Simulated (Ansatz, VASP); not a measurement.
Two plane-wave programs on GaFe

```xyz
2
Lattice="2.7481 0.0000 0.0000 -1.3741 2.3800 0.0000 0.0000 0.0000 4.0308" Properties=species:S:1:pos:R:3 pbc="T T T"
Ga    0.0000    0.0000    2.0154
Fe    1.3741    0.7933    0.0000
```

Alike in both runs: task single point; functional LDA; k mesh 12 × 12 × 7; occupations fermi-dirac, width 0.03 eV; collinear spin.

|  | VASP | Ansatz |
| --- | --- | --- |
| version | VASP 6.6.1 | Ansatz 0.2.0 |
| potentials or method | VASP PAW LDA potentials, release 64 (Ga_d, Fe) | PAW with Ansatz's default frozen-core files, scalar-relativistic |
| plane-wave cutoff (eV) | 520 | 420 |
| valence electrons in the cell | 21 | 29 |

|  | VASP | Ansatz | Ansatz less VASP |
| --- | --- | --- | --- |
| pressure (GPa) | -12.6 | -12.5 | +0.08 |
| traceless stress, the component that is largest in VASP (GPa) | -2.61 | -2.20 | +0.414 |
| net moment per atom (μB) | 0.96 | 0.99 | +0.027 |
| size of the moment on the site where the two differ most (μB) | 1.99 | 2.07 | +0.076 |

LDA's correlation is that of Perdew and Zunger in VASP and of Perdew and Wang (1992) in Ansatz. Site moments also hang on the region over which each program counts them. VASP's potentials hold 21 valence electrons a cell and Ansatz's 29, so a difference there can come from the potentials and not from the codes.
